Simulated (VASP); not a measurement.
**AgCl: single point with LDA**

Crystal: AgCl.

```
CELL_PARAMETERS angstrom
3.43397 0.00000 0.00000
0.00000 3.36529 0.00000
0.00000 0.00000 3.43397
ATOMIC_POSITIONS crystal
Ag 0.00000 0.00000 0.00000
Cl 0.50000 0.50000 0.50000
```

This cell differs from its parent crystal: strain -0.0200 x Voigt [0, 1, 0, 0, 0, 0].

| Item | Value |
| --- | --- |
| Program | VASP 6.6.1 |
| Task | single point |
| Functional | LDA |
| Potentials or basis | VASP PAW LDA potentials, release 64 (Ag, Cl) |
| Cutoff | 520 eV |
| k mesh | 10 × 10 × 10 |
| Occupations | gaussian, width 0.03 eV |
| Spin | no spin polarisation |
| Dipole correction | no |
| Further INCAR settings | ALGO = Normal; EDIFF = 1e-06; NBANDS = 16 |

| Item | Value |
| --- | --- |
| Pressure | -6.9 GPa |
| Band gap on the k mesh | 0.28 eV, indirect (least direct gap 1.75 eV) |

Stress tensor (GPa, compression positive):
```
-7.18  0.00  0.00
 0.00 -6.23  0.00
 0.00  0.00 -7.18
```

Levels at points of the mesh, in eV from the valence-band top:
| k point | band 6 | band 7 | band 8 | band 9 | band 10 | band 11 | band 12 | band 13 |
| --- | --- | --- | --- | --- | --- | --- | --- | --- |
| (0.00, 0.00, 0.00) | -1.92 | -1.67 | -1.67 | -1.47 | 0.28 | 9.17 | 9.31 | 13.34 |
| (0.50, 0.00, 0.00) | -1.87 | -1.57 | -0.04 | 0.00 | 4.65 | 5.35 | 9.17 | 9.59 |
| (0.00, 0.50, 0.00) | -1.89 | -1.48 | -0.05 | -0.05 | 4.54 | 5.43 | 9.14 | 9.68 |
| (0.50, 0.50, 0.00) | -2.27 | -2.24 | -1.60 | -0.98 | 2.58 | 8.58 | 8.79 | 10.44 |
| (0.50, 0.00, 0.50) | -2.21 | -2.21 | -1.63 | -0.85 | 2.39 | 8.79 | 8.79 | 10.50 |
| (0.50, 0.50, 0.50) | -1.57 | -0.25 | -0.21 | -0.21 | 4.41 | 4.46 | 4.46 | 6.51 |

Run time: 88 s on 1 thread of Intel Xeon 8259CL, with other jobs on the host, peak memory 0.2 GiB.

Caveat: the cell differs from its parent crystal (strain -0.0200 x Voigt [0, 1, 0, 0, 0, 0]). A k mesh can miss the band edges.
